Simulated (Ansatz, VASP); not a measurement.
## Mg3Al in VASP and in Ansatz

```
CELL_PARAMETERS angstrom
3.19956 0.00000 0.00000
0.00000 5.18089 0.00000
0.00000 0.00000 19.69450
ATOMIC_POSITIONS crystal
Mg 0.00000 0.75000 0.41472
Mg 0.50000 0.75000 0.55441
Mg 0.00000 0.25000 0.58528
Al 0.50000 0.25000 0.44559
```

Alike in both runs: task single point; functional PBE; k mesh 13 × 8 × 1; occupations fermi-dirac, width 0.08 eV; no spin polarisation.

|  | VASP | Ansatz |
| --- | --- | --- |
| version | VASP 6.6.1 | Ansatz 0.2.0 |
| potentials or method | VASP PAW PBE potentials, release 64 (Mg, Al), cutoff 520 eV | all-electron LAPW, scalar-relativistic |

|  | VASP | Ansatz | Ansatz less VASP |
| --- | --- | --- | --- |
| rms of the force components (eV/Å) | 0.083 | 0.081 | -0.0019 |

Ansatz ran all-electron here, and VASP with PAW potentials.
